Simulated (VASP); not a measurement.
CuO:

```xyz
4
Lattice="3.1107 0.0000 0.0000 0.0000 3.1107 0.0000 0.0000 0.0000 4.5546" Properties=species:S:1:pos:R:3 pbc="T T T"
Cu    0.0000    0.0000    0.0000
Cu    1.5553    1.5553    0.0000
O     1.5553    0.0000    1.2161
O     0.0000    1.5553    3.3385
```

Base run:

- Program: VASP 6.6.1
- Functional: PBE
- Potentials or basis: VASP PAW PBE potentials, release 64 (Cu, O)
- Cutoff: 520 eV
- k mesh: 8 × 8 × 6
- Occupations: fermi-dirac, width 0.05 eV
- Spin: no spin polarisation

Its results: band gap on the k mesh zero (band 17 reaches 4.28 eV, above the bottom of band 18 at 3.38 eV); pressure 30.6 GPa; largest force 0.015 eV/Å.

Question: The run is repeated on the same cell with these changes: potentials or basis from VASP PAW PBE potentials, release 64 (Cu, O) to VASP PAW PBE potentials, release 64 (Cu_sv_GW, O); cutoff from 520 eV to 700 eV; further incar settings from ALGO = Normal; EDIFF = 1e-06; NBANDS = 25 to ALGO = Normal; EDIFF = 1e-06; NBANDS = 33; valence electrons from 34 to 50. What comes out?

Answer: Band gap on the k mesh zero (band 25 reaches 4.28 eV, above the bottom of band 26 at 3.40 eV); pressure 27.2 GPa; largest force 0.044 eV/Å.

Caveats: semilocal functionals often make such compounds metallic where correlation or magnetic order opens a gap, which also shifts bond lengths.
